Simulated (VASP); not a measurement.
A run of VASP 6.6.1:

Contents of INCAR:

```
PREC = Accurate
ENCUT = 520
EDIFF = 1E-6
ISMEAR = 0
SIGMA = 0.023
LREAL = F
LASPH = T
NELM = 80
ALGO = Fast
ISIF = 2
LWAVE = F
LCHARG = F
GGA = PE
NBANDS = 21
```

File KPOINTS:

```
regular mesh
0
Gamma
  11 11 6
```

POSCAR

```
Ru
1.0
    2.7058000000      0.0000000000      0.0000000000
   -1.3529000000      2.3432915376      0.0000000000
    0.0000000000      0.0000000000      4.2819000000
Ru
2
Direct
    0.6666666667      0.3333333333      0.7500000000
    0.3333333333      0.6666666667      0.2500000000
```

Potentials or basis: VASP PAW PBE potentials, release 64 (Ru_pv).

Command:

```bash
$ cat potpaw_PBE.64/Ru_pv/POTCAR > POTCAR
$ mpirun -np 1 vasp_std > vasp.out
```

Hardware: 1 thread of Intel Xeon 8259CL (shared host).

Q: How long does it take, and how much memory?

A: Run time: 47 s on 1 thread of Intel Xeon 8259CL, with other jobs on the host, peak memory 0.15 GiB. Counts: scf iterations 13, k points 64.
